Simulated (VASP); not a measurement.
# Li (P6_3/mmc) in VASP: notebook

Li is run at these levels: r2SCAN; tasks: single point, relaxation of shape and atoms at fixed volume.

All numbers are computed with VASP 6.6.1; they aren't measurements. Logs are shortened: lines on timing, memory, paths and dates and some standing lists are left out, and cuts for length are marked.

## 1. The cell of the first run

Symmetry: P6_3/mmc, No. 194, hexagonal system. The conventional cell has a = 3.091 Å, b = 3.091 Å, c = 5.075 Å, α = 90.00°, β = 90.00°, γ = 120.00°. Within 4.1 Å of Li (site symmetry -6m2) lie 12 Li at 3.09 to 3.10 Å.

This isn't the form of Li at room conditions, which is bcc.

## 2. Single point, r2SCAN (20.99 Å³/atom)

Input file POSCAR:

```
Li
1.0
    3.0905727956      0.0000000000      0.0000000000
   -1.5452863978      2.6765145533      0.0000000000
    0.0000000000      0.0000000000      5.0748767667
Li
2
Direct
    0.3333333333      0.6666666667      0.7500000000
    0.6666666667      0.3333333333      0.2500000000
```

Input file INCAR.step1:

```
  PREC = Accurate
  ENCUT = 520
  ISMEAR = 0
  SIGMA = 0.05
  LREAL = F
  LASPH = T
  NELM = 80
  NBANDS = 10
  GGA = PE
  ALGO = Normal
  EDIFF = 1E-4
  LWAVE = T
  LCHARG = F
```

Input file INCAR.step2:

```
  PREC = Accurate
  ENCUT = 520
  EDIFF = 1E-6
  ISMEAR = 0
  SIGMA = 0.05
  LREAL = F
  LASPH = T
  NELM = 80
  ALGO = Normal
  ISIF = 2
  LWAVE = F
  LCHARG = F
  METAGGA = R2SCAN
  LMIXTAU = T
  NBANDS = 10
  ISTART = 1
```

Input file KPOINTS:

```
regular mesh
0
Gamma
  16 16 8
```

Potentials or basis: VASP PAW PBE potentials, release 64 (Li_sv).

Run with:

```console
$ cat potpaw_PBE.64/Li_sv/POTCAR > POTCAR
$ cp INCAR.step1 INCAR
$ mpirun -np 1 vasp_std > vasp.out
$ cp INCAR.step2 INCAR
$ mpirun -np 1 vasp_std > vasp.out
```

OUTCAR:

```text
PREC = Accurate
   ENCUT = 520
   EDIFF = 1E-6
   ISMEAR = 0
   LREAL = F
   LASPH = T
   NELM = 80
   ISIF = 2
   METAGGA = R2SCAN
   ISTART = 1

 ion  position               nearest neighbor table
   1  0.333  0.667  0.750-
   2  0.667  0.333  0.250-

  LATTYP: Found a hexagonal cell.
 ALAT       =     3.0905727956
 C/A-ratio  =     1.6420505525

  Lattice vectors:

 A1 = (   3.0905727956,   0.0000000000,   0.0000000000)
 A2 = (  -1.5452863978,   2.6765145533,   0.0000000000)
 A3 = (   0.0000000000,   0.0000000000,   5.0748767667)

Analysis of symmetry for initial positions (statically):
=====================================================================
 Subroutine PRICEL returns:
 Original cell was already a primitive cell.

 Routine SETGRP: Setting up the symmetry group for a
 hexagonal supercell.

 Subroutine GETGRP returns: Found 24 space group operations
 (whereof 12 operations were pure point group operations)
 out of a pool of 24 trial point group operations.

The static configuration has the point symmetry D_3d.
 The point group associated with its full space group is D_6h.

Analysis of symmetry for dynamics (positions and initial velocities):
=====================================================================
 Subroutine PRICEL returns:
 Original cell was already a primitive cell.

 Routine SETGRP: Setting up the symmetry group for a
 hexagonal supercell.

 Subroutine GETGRP returns: Found 24 space group operations
 (whereof 12 operations were pure point group operations)
 out of a pool of 24 trial point group operations.

The dynamic configuration has the point symmetry D_3d.
 The point group associated with its full space group is D_6h.

 Subroutine INISYM returns: Found 24 space group operations
 (whereof 12 operations are pure point group operations),
 and found     1 'primitive' translations

----------------------------------------------------------------------------------------

                                     Primitive cell

  volume of cell :      41.9792

  direct lattice vectors                    reciprocal lattice vectors
     3.090572796  0.000000000  0.000000000     0.323564616  0.186810118  0.000000000
    -1.545286398  2.676514553  0.000000000     0.000000000  0.373620236  0.000000000
     0.000000000  0.000000000  5.074876767     0.000000000  0.000000000  0.197049120

  length of vectors
[... 87 lines left out ...]
   NFREE  =      0    steps in history (QN), initial steepest desc. (CG)
   ISIF   =      2    stress and relaxation
   ISYM   =      2    0-nonsym 1-usesym 2-fastsym
   POTIM  = 0.5000    time-step for ionic-motion
   TEBEG  =    0.0;   TEEND  =   0.0 temperature during run
   PSTRESS=    0.0 pullay stress
   NELECT =       6.0000    total number of electrons
   NUPDOWN=      -1.0000    fix difference up-down
   EMIN   =  10.00;   EMAX   =-10.00  energy-range for DOS
   EFERMI =   0.00;   METHOD = LEGACY
   ISMEAR =     0;   SIGMA  =   0.05  broadening in eV -4-tet -1-fermi 0-gaus
   EFERMI_NEDOS =   21; number of points for ismear=-14 and -15
   IALGO  =     38    algorithm
   IMIX   =      4    mixing-type and parameters
     AMIX     =   0.40;   BMIX     =  1.00
     AMIX_MAG =   1.60;   BMIX_MAG =  1.00
  volume/ion in A,a.u.               =      20.99       141.64
  Fermi-wavevector in a.u.,A,eV,Ry     =   0.855948  1.617507  9.968260  0.732646
  Thomas-Fermi vector in A             =   1.972775
   LORBIT       =      0    0 simple, 1 ext, 2 COOP (PROOUT), +10 PAW based schemes
   METAGGA = R2SCAN    functional components
   LHFCALC =     F    Hartree Fock is set to
   AEXX    =    0.0000 exact exchange contribution
   IVDW    =     0    specifies the selected vdW correction
   LEPSILON=     F    determine dielectric tensor
   LRPA    =     F    only Hartree local field effects (RPA)
 non-spin polarized calculation
 Gauss-broadening in eV      SIGMA  =   0.05
  energy-cutoff  :      520.00
  volume of cell :       41.98
 maximum number of plane-waves:      1170
 NGX is ok and might be reduce to    24
   NGX = 11   NGY = 11   NGZ = 19

 number of electron       5.9999990 magnetization

 Free energy of the ion-electron system (eV)
  ---------------------------------------------------
  ext. energy  EPLUGINS =         0.00000000
  ---------------------------------------------------
  free energy    TOTEN  =        -4.77012420 eV

  energy without entropy =       -4.76949435  energy(sigma->0) =       -4.76980927

 E-fermi :   0.5294     XC(G=0):  -7.3595

 val. band max:        0.5146861421   @ k =   0.4375   0.0000   0.3750
 cond. band min:       0.5341862436   @ k =   0.5000   0.0000   0.1250
 fundamental gap:      0.0195001016
 Fermi energy:         0.5293511619

 k-point     1 :       0.0000    0.0000    0.0000
  band No.  band energies     occupation
      1     -47.5972      2.00000
      2     -47.5810      2.00000
      3      -3.2807      2.00000
      4       0.5114      1.38897
      5       3.5359      0.00000
      6      14.0927      0.00000
      7      14.0936      0.00000
      8      15.4998      0.00000
      9      15.5007      0.00000
     10      16.1836      0.00000
[... 287 lines left out ...]
 k-point    24 :       0.2500    0.1875    0.0000
  band No.  band energies     occupation
      1     -47.5830      2.00000
      2     -47.5756      2.00000
      3      -0.7957      2.00000
      4       3.6993      0.00000
      5       3.9291      0.00000
      6       5.7444      0.00000
      7       7.9308      0.00000
      8      10.4440      0.00000
      9      12.2568      0.00000
     10      12.4999      0.00000

 [... further k-points ...]

------------------------ aborting loop because EDIFF is reached ----------------------------------------

  FORCE on cell =-STRESS in cart. coord.  units (eV):
  Direction    XX          YY          ZZ          XY          YZ          ZX
  --------------------------------------------------------------------------------------
  -------------------------------------------------------------------------------------
  Total        0.0050727      0.0050727     -0.0333808     -0.0000000      0.0000000      0.0000000
  in kB        0.1936035      0.1936035     -1.2740106     -0.0000000      0.0000000      0.0000000
  external PRESSURE =      -0.2956012 kB  Pullay stress =       0.0000000 kB

 VOLUME and BASIS-vectors are now :
 -----------------------------------------------------------------------------
  energy-cutoff  :      520.00
  volume of cell :       41.98
      direct lattice vectors                 reciprocal lattice vectors
     3.090572796  0.000000000  0.000000000     0.323564616  0.186810118  0.000000000
    -1.545286398  2.676514553  0.000000000     0.000000000  0.373620236  0.000000000
     0.000000000  0.000000000  5.074876767     0.000000000  0.000000000  0.197049120

 POSITION                                       TOTAL-FORCE (eV/Angst)
 -----------------------------------------------------------------------------------
     -0.00000      1.78434      3.80616         0.000000     -0.000000     -0.000000
      1.54529      0.89217      1.26872        -0.000000      0.000000      0.000000
 -----------------------------------------------------------------------------------
    total drift:                               -0.000000      0.000000      0.000000

  FREE ENERGIE OF THE ION-ELECTRON SYSTEM (eV)
  ---------------------------------------------------
  free  energy   TOTEN  =        -4.7701242026 eV

  energy  without entropy=       -4.7694943458  energy(sigma->0) =       -4.76980927
```

OSZICAR.step1:

```text
N       E                     dE             d eps       ncg     rms          rms(c)
DAV:   1     0.173059341226E+02    0.17306E+02   -0.32415E+03  3000   0.561E+02
DAV:   2    -0.846197149132E+00   -0.18152E+02   -0.17649E+02  3754   0.109E+02
DAV:   3    -0.376347107283E+01   -0.29173E+01   -0.28997E+01  5090   0.331E+01
DAV:   4    -0.381532235965E+01   -0.51851E-01   -0.51799E-01  3832   0.477E+00
DAV:   5    -0.381582126621E+01   -0.49891E-03   -0.49889E-03  4046   0.466E-01    0.332E-01
DAV:   6    -0.381345665401E+01    0.23646E-02   -0.60473E-04  5316   0.116E-01    0.188E-01
DAV:   7    -0.381231465680E+01    0.11420E-02   -0.12398E-03  5810   0.162E-01    0.365E-02
DAV:   8    -0.381231606560E+01   -0.14088E-05   -0.14687E-05  2118   0.380E-02
   1 F= -.38123161E+01 E0= -.38119548E+01  d E =-.722495E-03
```

It took 3.9 min on 1 thread of Intel Xeon 8259CL, shared host; peak memory 0.19 GiB.

What came out:

```yaml
Free_energy: -4.7701 eV
Band_gap_on_the_k_mesh: zero (bands 3 and 4 overlap by 4.69 eV)
```

Caveat: the cutoff is under 1.25 times the usual one of these potentials, so pressure, stress and relaxed cells hold a basis-set (Pulay) error; the PAW data sets were made with another functional, which shifts forces and pressure a little.

## 3. Relaxation of shape and atoms at fixed volume, r2SCAN (20.99 Å³/atom)

POSCAR is that of step 2.

Input file INCAR.step1:

```
PREC     = Accurate       # precision mode
ENCUT    = 600            # plane-wave cutoff, eV
ISMEAR   = 0              # smearing method
SIGMA    = 0.05           # smearing width, eV
LREAL    = False          # projectors in reciprocal space
LASPH    = True           # aspherical terms in the spheres
NELM     = 60             # most SCF steps
GGA      = PE             # functional
ALGO     = Normal         # electronic algorithm
EDIFF    = 1E-4           # SCF threshold, eV
LWAVE    = True           # write WAVECAR
LCHARG   = False          # write CHGCAR
```

Input file INCAR.step2:

```
PREC     = Accurate       # precision mode
ENCUT    = 600            # plane-wave cutoff, eV
EDIFF    = 1E-7           # SCF threshold, eV
ISMEAR   = 0              # smearing method
SIGMA    = 0.05           # smearing width, eV
LREAL    = False          # projectors in reciprocal space
LASPH    = True           # aspherical terms in the spheres
NELM     = 60             # most SCF steps
ALGO     = Normal         # electronic algorithm
ISIF     = 4              # what is computed and relaxed
LWAVE    = False          # write WAVECAR
LCHARG   = False          # write CHGCAR
METAGGA  = R2SCAN         # meta-GGA
LMIXTAU  = True         
IBRION   = 2              # ionic algorithm
NSW      = 60             # ionic steps
EDIFFG   = -0.04          # ionic threshold
ISTART   = 1
```

Input file KPOINTS:

```
Automatic mesh
0
Gamma
  16 16 8
```

Potentials or basis: VASP PAW PBE potentials, release 64 (Li_sv).

Run with:

```console
$ cat potpaw_PBE.64/Li_sv/POTCAR > POTCAR
$ cp INCAR.step1 INCAR
$ mpirun -np 1 vasp_std > vasp.out
$ cp INCAR.step2 INCAR
$ mpirun -np 1 vasp_std > vasp.out
```

OUTCAR:

```text
PREC = Accurate
   ENCUT = 600
   EDIFF = 1E-7
   ISMEAR = 0
   LREAL = False
   LASPH = True
   NELM = 60
   ISIF = 4
   METAGGA = R2SCAN
   IBRION = 2
   NSW = 60
   EDIFFG = -0.04
   ISTART = 1

 ion  position               nearest neighbor table
   1  0.333  0.667  0.750-
   2  0.667  0.333  0.250-

  LATTYP: Found a hexagonal cell.
 ALAT       =     3.0905727956
 C/A-ratio  =     1.6420505525

  Lattice vectors:

 A1 = (   3.0905727956,   0.0000000000,   0.0000000000)
 A2 = (  -1.5452863978,   2.6765145533,   0.0000000000)
 A3 = (   0.0000000000,   0.0000000000,   5.0748767667)

Analysis of symmetry for initial positions (statically):
=====================================================================
 Subroutine PRICEL returns:
 Original cell was already a primitive cell.

 Routine SETGRP: Setting up the symmetry group for a
 hexagonal supercell.

 Subroutine GETGRP returns: Found 24 space group operations
 (whereof 12 operations were pure point group operations)
 out of a pool of 24 trial point group operations.

The static configuration has the point symmetry D_3d.
 The point group associated with its full space group is D_6h.

Analysis of symmetry for dynamics (positions and initial velocities):
=====================================================================
 Subroutine PRICEL returns:
 Original cell was already a primitive cell.

 Routine SETGRP: Setting up the symmetry group for a
 hexagonal supercell.

 Subroutine GETGRP returns: Found 24 space group operations
 (whereof 12 operations were pure point group operations)
 out of a pool of 24 trial point group operations.

The dynamic configuration has the point symmetry D_3d.
 The point group associated with its full space group is D_6h.

 Subroutine INISYM returns: Found 24 space group operations
 (whereof 12 operations are pure point group operations),
 and found     1 'primitive' translations

[... 119 lines left out ...]
   METAGGA = R2SCAN    functional components
   LHFCALC =     F    Hartree Fock is set to
   AEXX    =    0.0000 exact exchange contribution
   IVDW    =     0    specifies the selected vdW correction
   LEPSILON=     F    determine dielectric tensor
   LRPA    =     F    only Hartree local field effects (RPA)
 conjugate gradient relaxation of ions
 non-spin polarized calculation
 Gauss-broadening in eV      SIGMA  =   0.05
  energy-cutoff  :      600.00
  volume of cell :       41.98
 maximum number of plane-waves:      1420
 NGX is ok and might be reduce to    28
   NGX = 13   NGY = 13   NGZ = 21

 number of electron       5.9999998 magnetization

 Free energy of the ion-electron system (eV)
  ---------------------------------------------------
  ext. energy  EPLUGINS =         0.00000000
  ---------------------------------------------------
  free energy    TOTEN  =        -4.77103087 eV

  energy without entropy =       -4.77037565  energy(sigma->0) =       -4.77070326

 E-fermi :   0.5413     XC(G=0):  -7.3532

 val. band max:        0.5262984188   @ k =   0.4375   0.0000   0.3750
 cond. band min:       0.5428068310   @ k =   0.5000   0.0000   0.1250
 fundamental gap:      0.0165084122
 Fermi energy:         0.5412897624

 k-point     1 :       0.0000    0.0000    0.0000
  band No.  band energies     occupation
      1     -47.6239      2.00000
      2     -47.6076      2.00000
      3      -3.2544      2.00000
      4       0.5166      1.51552
      5       3.5684      0.00000
      6      14.1114      0.00000
      7      14.1115      0.00000
[... 221 lines left out ...]
 k-point    24 :       0.2500    0.1875    0.0000
  band No.  band energies     occupation
      1     -47.6096      2.00000
      2     -47.6023      2.00000
      3      -0.7780      2.00000
      4       3.7045      0.00000
      5       3.9373      0.00000
      6       5.7556      0.00000
      7       7.9576      0.00000

 [... further k-points ...]

------------------------ aborting loop because EDIFF is reached ----------------------------------------

  FORCE on cell =-STRESS in cart. coord.  units (eV):
  Direction    XX          YY          ZZ          XY          YZ          ZX
  --------------------------------------------------------------------------------------
  -------------------------------------------------------------------------------------
  Total       -0.0891662     -0.0891662     -0.0823831      0.0000000      0.0000000      0.0000000
  in kB       -3.4031143     -3.4031143     -3.1442315      0.0000000      0.0000000      0.0000000
  external PRESSURE =      -3.3168200 kB  Pullay stress =       0.0000000 kB

 VOLUME and BASIS-vectors are now :
 -----------------------------------------------------------------------------
  energy-cutoff  :      600.00
  volume of cell :       41.98
      direct lattice vectors                 reciprocal lattice vectors
     3.090572796  0.000000000  0.000000000     0.323564616  0.186810118  0.000000000
    -1.545286398  2.676514553  0.000000000     0.000000000  0.373620236  0.000000000
     0.000000000  0.000000000  5.074876767     0.000000000  0.000000000  0.197049120

 POSITION                                       TOTAL-FORCE (eV/Angst)
 -----------------------------------------------------------------------------------
     -0.00000      1.78434      3.80616        -0.000000      0.000000      0.000000
      1.54529      0.89217      1.26872         0.000000     -0.000000      0.000000
 -----------------------------------------------------------------------------------
    total drift:                               -0.000000      0.000000      0.000000

  FREE ENERGIE OF THE ION-ELECTRON SYSTEM (eV)
  ---------------------------------------------------
  free  energy   TOTEN  =        -4.7710308743 eV

  energy  without entropy=       -4.7703756489  energy(sigma->0) =       -4.77070326

 reached required accuracy - stopping structural energy minimisation
```

OUTCAR.step1:

```text
PREC = Accurate
   ENCUT = 600
   ISMEAR = 0
   LREAL = False
   LASPH = True
[... 465 lines left out ...]
     -0.00000      1.78434      3.80616        -0.000000      0.000000     -0.000000
      1.54529      0.89217      1.26872         0.000000     -0.000000      0.000000
 -----------------------------------------------------------------------------------
    total drift:                               -0.000000      0.000000      0.000000

  FREE ENERGIE OF THE ION-ELECTRON SYSTEM (eV)
  ---------------------------------------------------
  free  energy   TOTEN  =        -3.8117900716 eV

  energy  without entropy=       -3.8110685636  energy(sigma->0) =       -3.81142932
```

OSZICAR.step1:

```text
N       E                     dE             d eps       ncg     rms          rms(c)
DAV:   1     0.713437002723E+01    0.71344E+01   -0.36694E+03  2100   0.884E+02
DAV:   2    -0.145834380810E+01   -0.85927E+01   -0.84133E+01  2779   0.681E+01
DAV:   3    -0.366331480742E+01   -0.22050E+01   -0.22020E+01  3213   0.431E+01
DAV:   4    -0.381405510878E+01   -0.15074E+00   -0.15051E+00  2849   0.882E+00
DAV:   5    -0.381536181593E+01   -0.13067E-02   -0.13067E-02  3199   0.107E+00    0.344E-01
DAV:   6    -0.381304134127E+01    0.23205E-02   -0.67517E-04  3542   0.198E-01    0.197E-01
DAV:   7    -0.381177910190E+01    0.12622E-02   -0.17079E-03  4102   0.257E-01    0.415E-02
DAV:   8    -0.381179007160E+01   -0.10970E-04   -0.42012E-05  1722   0.736E-02
   1 F= -.38117901E+01 E0= -.38114293E+01  d E =-.721508E-03
```

It took 8.6 min on 1 thread of Intel Xeon 8259CL, shared host; peak memory 0.2 GiB.

What came out:

| Property | Result |
| --- | --- |
| Free energy | -4.7710 eV |
| Pressure after relaxing | -0.3 GPa |
| Band gap on the k mesh | zero (bands 3 and 4 overlap by 4.67 eV) |

Final structure:
```
Li
1.0
     3.09057    0.00000    0.00000
    -1.54529    2.67651    0.00000
     0.00000    0.00000    5.07488
Li
2
Direct
  0.33333 0.66667 0.75000
  0.66667 0.33333 0.25000
```

Levels at points of the mesh, in eV from the Fermi level:
| k point | band 1 | band 2 | band 3 | band 4 | band 5 | band 6 | band 7 |
| --- | --- | --- | --- | --- | --- | --- | --- |
| (0.00, 0.00, 0.00) | -48.17 | -48.15 | -3.80 | -0.02 | 3.03 | 13.57 | 13.57 |
| (0.50, 0.00, 0.00) | -48.15 | -48.14 | -0.06 | 1.12 | 5.00 | 6.11 | 6.63 |
| (0.00, 0.00, 0.50) | -48.16 | -48.16 | -2.61 | -2.61 | 8.38 | 8.38 | 14.59 |
| (0.50, 0.00, 0.50) | -48.15 | -48.15 | 0.75 | 0.75 | 3.69 | 3.69 | 10.61 |

Caveat: the cutoff is under 1.25 times the usual one of these potentials, so pressure, stress and relaxed cells hold a basis-set (Pulay) error; the relaxation stopped at its first step, so nothing moved; the PAW data sets were made with another functional, which shifts forces and pressure a little.
